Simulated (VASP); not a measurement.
Input of a VASP 6.6.1 run:

INCAR

```
ALGO = Normal
EDIFF = 1E-8
ENCUT = 400
GGA = PE
GGA_COMPAT = F
ISIF = 2
ISMEAR = -1
LASPH = T
LCHARG = F
LEFG = T
LREAL = F
LWAVE = F
NBANDS = 10
NELM = 120
PREC = Accurate
SIGMA = 0.05
```

Contents of KPOINTS:

```
k-points
0
Gamma
  12 12 12
```

Contents of POSCAR:

```
Na
1.0
   -2.0742735852      2.0742735852      2.0742735852
    2.0742735852     -2.0742735852      2.0742735852
    2.0742735852      2.0742735852     -2.0742735852
Na
1
Direct
    0.0000000000      0.0000000000      0.0000000000
```

Potentials or basis: VASP PAW PBE potentials, release 64 (Na_pv).

Command:

```console
$ cat potpaw_PBE.64/Na_pv/POTCAR > POTCAR
$ mpirun -np 1 vasp_std > vasp.out
```

Q: Predict the pressure.

A: 0.1 GPa.

Q: Predict the band gap on the k mesh.

A: Zero (an odd number of electrons rules out a gap without spin polarisation).
